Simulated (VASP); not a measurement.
Runs of VASP 6.6.1 on Tl2Cr. The structure is that of space group P6/mmm (No. 191), or close to it. The cells are those of the table. 

```tsv
task	cell	k mesh	cutoff (eV)	gap on the mesh (eV)	pressure (GPa)	moment (μB)
single point	a = 5.365, b = 5.365, c = 3.102 Å, angles 90.0, 90.0, 120.0°, 3 atoms	6 × 6 × 4	520	none	0.1	(a)
single point	a = 4.123, b = 4.123, c = 4.452 Å, angles 90.0, 90.0, 120.0°, 3 atoms	6 × 6 × 4	520	none	(b)	4.23
single point	a = 5.212, b = 5.212, c = 3.313 Å, angles 90.0, 90.0, 120.0°, 3 atoms	6 × 6 × 6	520	none	0.1	4.49
relaxation of cell and atoms	relaxed from a = 4.123, b = 4.123, c = 4.452 Å, angles 90.0, 90.0, 120.0°, 3 atoms	6 × 6 × 4	600	none	0.0	4.34
```

Alike in all rows: level PBE; potentials or basis VASP PAW PBE potentials, release 64 (Cr_pv, Tl_d); spin collinear, ferromagnetic start; smearing gaussian 0.1 eV.

Q: Estimate the missing entries.

A: (a) 4.35; (b) 37.7.

Caveats: some runs use coarse meshes; spin-orbit coupling is left out, which moves the levels of the heavy elements; the stress differs along the axes, from -2 to 58 GPa (at least some runs); an empty level that is flat over the whole mesh can mark a ghost state of the potentials, or a narrow d or f band (at least some runs).

A k mesh can miss the band edges, and the runs leave out spin-orbit coupling on Tl.

A gap of «none» marks levels without a gap at the run's occupations.
